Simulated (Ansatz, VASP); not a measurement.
# Bi: VASP beside Ansatz

File INCAR:

```
PREC = Accurate
ENCUT = 520
EDIFF = 1E-7
ISMEAR = -1
SIGMA = 0.1
LREAL = False
LASPH = True
NELM = 100
ALGO = Normal
ISIF = 2
LWAVE = False
LCHARG = False
GGA = RP
NBANDS = 38
```

The input KPOINTS:

```
regular mesh
0
Gamma
  12 12 3
```

The input POSCAR:

```
Bi
1.0
    3.5076701399      0.0000000000      0.0000000000
   -1.7538350700      3.0377314493      0.0000000000
    0.0000000000      0.0000000000     11.7498808673
Bi
4
Direct
    0.0000000000      1.0000000000      0.0000000000
    0.0000000000      1.0000000000      0.5000000000
    0.3333333333      0.6666666667      0.2500000000
    0.6666666667      0.3333333333      0.7500000000
```

Input for Ansatz:

```yaml
crystal:
  lattice:
    - [3.5076701399, 0.0, 0.0]
    - [-1.75383507, 3.0377314493, 0.0]
    - [0.0, 0.0, 11.7498808673]
  atoms:
    - { symbol: Bi, position: [0.0, 1.0, 0.0] }
    - { symbol: Bi, position: [0.0, 1.0, 0.5] }
    - { symbol: Bi, position: [0.3333333333, 0.6666666667, 0.25] }
    - { symbol: Bi, position: [0.6666666667, 0.3333333333, 0.75] }
hamiltonian:
  xc: rpbe
  pseudopotentials:
    kind: paw
    azcp:
      Bi: "pseudopotentials/Bi.paw.azcp"
basis:
  ecutwfc: 420
  fft_grid_basis: typed
kpoints:
  mp_grid: { grid: [12, 12, 3], shift: [0, 0, 0] }
magnetization:
  spin_polarized: false
scf:
  occupations: { method: fermi_dirac, width: 0.1 }
  lower_state_search: "off"
output:
  stress: true
  write_density: true
  write_potential: true
  elf: true
  volumetric_format: npy
```

Alike in both runs: task single point; functional RPBE; k mesh 12 × 12 × 3; occupations fermi-dirac, width 0.1 eV; no spin polarisation.

|  | VASP | Ansatz |
| --- | --- | --- |
| version | VASP 6.6.1 | Ansatz 0.2.0 |
| potentials or method | VASP PAW PBE potentials, release 64 (Bi_d), cutoff 520 eV | plane waves (420 eV) with PAW, scalar-relativistic |
| valence electrons in the cell | 60 | 60 |

|  | VASP | Ansatz | Ansatz less VASP |
| --- | --- | --- | --- |
| pressure (GPa) | 2.0 | 2.0 | +0.06 |

VASP's potentials were made for PBE, not for RPBE.

Neither program's run includes spin-orbit coupling.
